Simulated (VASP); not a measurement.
InGaSe: relaxation of cell and atoms with PBE

The system is InGaSe.

```
In Ga Se
1.0
     4.56854    0.00000    0.00000
    -2.28427    3.95647    0.00000
     0.00000    0.00000    9.14983
In Ga Se
2 2 2
Direct
  0.33333 0.66667 0.75000
  0.66667 0.33333 0.25000
  0.00000 0.00000 0.00000
  0.00000 0.00000 0.50000
  0.33333 0.66667 0.25000
  0.66667 0.33333 0.75000
```

The cell was built from a structure type or drawn by symmetry, and may not be a known phase.

| Item | Value |
| --- | --- |
| Program | VASP 6.6.1 |
| Task | relaxation of cell and atoms |
| Functional | PBE |
| Potentials or basis | VASP PAW PBE potentials, release 64 (In_d, Ga_d, Se) |
| Cutoff | 600 eV |
| k mesh | 3 × 3 × 2 |
| Occupations | gaussian, width 0.15 eV |
| Spin | no spin polarisation |
| Dipole correction | no |
| Further INCAR settings | ALGO = Normal; EDIFF = 1e-07; IBRION = 2; EDIFFG = -0.08; NSW = 36; ISIF = 3 |

The relaxed volume is 29.78 Å³/atom, the relaxed cell is a = 4.819 Å, b = 4.819 Å, c = 8.885 Å, α = 90.00°, β = 90.00°, γ = 120.00° and the space group after relaxing (to 0.1 Å) is P6_3/mmc (No. 194). The energy gained by relaxing is 54.4 meV/atom, the ionic steps are 5 and the pressure after relaxing is 0.0 GPa. The band gap on the k mesh is 0.21 eV (least direct gap 0.32 eV).

Stress tensor (GPa, compression positive):
```
 0.10  0.00  0.00
 0.00  0.10  0.00
 0.00  0.00 -0.23
```

Step by step:
```tsv
step	energy change (eV)	largest force (eV/Å)	pressure (GPa)	volume (Å³)
1	0.0000	0.0000	4.13	165.39
2	-0.3082	0.0000	-0.18	182.83
3	-0.3084	0.0000	-0.27	183.30
4	-0.3149	0.0000	-0.21	182.16
5	-0.3266	0.0000	-0.01	178.70
```

Final structure:
```cif
data_structure
_symmetry_space_group_name_H-M 'P 1'
_symmetry_Int_Tables_number 1
_cell_length_a 4.8191
_cell_length_b 4.8191
_cell_length_c 8.8848
_cell_angle_alpha 90.000
_cell_angle_beta 90.000
_cell_angle_gamma 120.000
_cell_volume 178.70
loop_
_atom_site_label
_atom_site_type_symbol
_atom_site_fract_x
_atom_site_fract_y
_atom_site_fract_z
_atom_site_occupancy
In1 In 0.33333 0.66667 0.75000 1
In2 In 0.66667 0.33333 0.25000 1
Ga1 Ga 0.00000 0.00000 0.00000 1
Ga2 Ga 0.00000 0.00000 0.50000 1
Se1 Se 0.33333 0.66667 0.25000 1
Se2 Se 0.66667 0.33333 0.75000 1
```

Levels at points of the mesh, in eV from the valence-band top:
```csv
k point,band 30,band 31,band 32,band 33,band 34,band 35
"(0.00, 0.00, 0.00)",-3.09,-2.07,-1.50,0.33,0.33,1.62
"(0.00, 0.00, 0.50)",-3.23,-1.86,-1.86,0.70,0.70,0.70
```

Wall time 3.7 min on 1 thread of Intel(R) Xeon(R) Platinum 8259CL CPU @ 2.50GHz (Skylake/Cascade Lake), with other jobs on the host, peak memory 0.34 GiB.

Caveat: the k points lie up to 0.50 Å⁻¹ apart in the final cell; spin-orbit coupling is left out, which moves the levels of the heavy elements; an odd mesh through Γ misses points on the zone boundary, where band edges can lie.
